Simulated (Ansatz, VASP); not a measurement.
## Two plane-wave programs on TiO2

```
CELL_PARAMETERS angstrom
1.49733 0.86448 6.98154
-1.49733 0.86448 6.98154
0.00000 -1.72897 6.98154
ATOMIC_POSITIONS crystal
Ti 0.00000 0.00000 0.00000
O 0.62047 0.62047 0.62047
O 0.37953 0.37953 0.37953
```

Alike in both runs: task single point; functional r2SCAN; k mesh 7 × 7 × 7; no spin polarisation.

```csv
,VASP,Ansatz
version,VASP 6.6.1,Ansatz 0.2.0
potentials or method,"VASP PAW PBE potentials, release 64 (Ti_sv, O)","plane waves, PAW"
plane-wave cutoff (eV),660,500
occupations,"gaussian, width 0.01 eV",fixed
valence electrons in the cell,24,24
```

|  | VASP | Ansatz | Ansatz less VASP |
| --- | --- | --- | --- |
| gap on the k mesh at the Fermi level (eV) | 3.07 | 3.04 | -0.027 |

VASP's potentials were made for PBE, not for r2SCAN. Ansatz's warnings: xc potential rough in thin density.
